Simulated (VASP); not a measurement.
Write the native input for VASP 6.6.1 that does the following.

```yaml
Task: single point
Functional: PBEsol
Potentials_or_basis: VASP PAW PBE potentials, release 64 (Ru_pv)
Cutoff: 520 eV
k_mesh: 24 × 24 × 12
Occupations: gaussian, width 0.15 eV
Spin: no spin polarisation
Dipole_correction: no
Further_INCAR_settings: ALGO = Fast; EDIFF = 1e-06; NBANDS = 21
```

The structure of Ru lies in POSCAR:

```
Ru
1.0
    2.9222632810      0.0000000000      0.0000000000
   -1.4611316405      2.5307542379      0.0000000000
    0.0000000000      0.0000000000      4.6244520000
Ru
2
Direct
    0.3333333333      0.6666666667      0.2500000000
    0.6666666667      0.3333333333      0.7500000000
```

This cell differs from its parent crystal: strain +0.080 along x and y, +0.080 along z.

One way to write it, as run:

INCAR

```
SYSTEM = Ru
ALGO     = Fast           ! electronic algorithm
EDIFF    = 1E-6           ! SCF threshold, eV
ENCUT    = 520            ! plane-wave cutoff, eV
GGA      = PS             ! functional
ISIF     = 2              ! what is computed and relaxed
ISMEAR   = 0              ! smearing method
LASPH    = .True.         ! aspherical terms in the spheres
LCHARG   = .False.        ! write CHGCAR
LREAL    = .False.        ! projectors in reciprocal space
LWAVE    = .False.        ! write WAVECAR
NBANDS   = 21             ! bands
NELM     = 80             ! most SCF steps
PREC     = Accurate       ! precision mode
SIGMA    = 0.15           ! smearing width, eV
```

KPOINTS

```
k-points
0
Gamma
  24 24 12
  0 0 0
```

Potentials or basis: VASP PAW PBE potentials, release 64 (Ru_pv).

Command:

```bash
$ cat potpaw_PBE.64/Ru_pv/POTCAR > POTCAR
$ mpirun -np 1 vasp_std > vasp.out
```

Results of the run:

The pressure is -47.0 GPa and the band gap on the k mesh is zero (band 14 reaches 9.99 eV, above the bottom of band 15 at 7.80 eV).

Caveat: the cell differs from its parent crystal (strain +0.080 along x and y, +0.080 along z); the PAW data sets were made with another functional, which shifts forces and pressure a little.

It took 3.3 min on 1 thread of Intel(R) Xeon(R) Platinum 8259CL CPU @ 2.50GHz (Skylake/Cascade Lake), on a shared host, peak memory 0.34 GiB.
